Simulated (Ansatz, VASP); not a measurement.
Si2Mo: VASP beside Ansatz

Contents of INCAR:

```
  ALGO = Normal
  EDIFF = 1E-6
  ENCUT = 520
  GGA = PS
  ISIF = 2
  ISMEAR = 0
  LASPH = T
  LCHARG = T
  LELF = T
  LREAL = F
  LVHAR = T
  LWAVE = F
  NBANDS = 18
  NELM = 100
  PREC = Accurate
  SIGMA = 0.15
```

Contents of KPOINTS:

```
k-points
0
Gamma
  20 20 20
```

The input POSCAR:

```
Si2Mo
1.0
   -1.5950350805      1.5950350805      4.1062266000
    1.5950350805     -1.5950350805      4.1062266000
    1.5950350805      1.5950350805     -4.1062266000
Si Mo
2 1
Direct
    0.3350596655      0.3350596655      0.0000000000
    0.6649403345      0.6649403345      0.0000000000
    0.0000000000      0.0000000000      0.0000000000
```

Input for Ansatz:

```yaml
crystal:
  lattice:
    - [-1.5950350805, 1.5950350805, 4.1062266]
    - [1.5950350805, -1.5950350805, 4.1062266]
    - [1.5950350805, 1.5950350805, -4.1062266]
  atoms:
    - { symbol: Si, position: [0.3350596655, 0.3350596655, 0.0] }
    - { symbol: Si, position: [0.6649403345, 0.6649403345, 0.0] }
    - { symbol: Mo, position: [0.0, 0.0, 0.0] }
basis:
  ecutwfc: 420
kpoints:
  mp_grid: { grid: [20, 20, 20] }
hamiltonian:
  xc: pbesol
scf:
  occupations: { method: gaussian, width: 0.15 }
output:
  forces: true
  stress: true
  eigenvalues: true
```

Change from the starting cell: strain +0.000 along x and y, +0.050 along z, atoms carried along.

Alike in both runs: task single point; functional PBEsol; k mesh 20 × 20 × 20; occupations gaussian, width 0.15 eV; no spin polarisation.

|  | VASP | Ansatz |
| --- | --- | --- |
| version | VASP 6.6.1 | Ansatz 0.2.0 |
| potentials or method | VASP PAW PBE potentials, release 64 (Si, Mo_sv), cutoff 520 eV | scalar-relativistic, plane waves, PAW |
| valence electrons in the cell | 22 | 22 |

|  | VASP | Ansatz | Ansatz less VASP |
| --- | --- | --- | --- |
| gap on the k mesh at the Fermi level (eV) | none | none | - |
| pressure (GPa) | -9.6 | -10.0 | -0.33 |
| traceless stress, the component that is largest in VASP (GPa) | -11.24 | -11.22 | +0.016 |
| rms of the force components (eV/Å) | 0.093 | 0.097 | +0.0035 |

VASP's potentials were made for PBE, not for PBEsol. Atom by atom the forces differ by 0.003 eV/Å (rms over components). A gap of «none» marks a metal or a gap that the smearing closes. With one functional, cell and mesh, what is left measures potentials, basis and numerics.
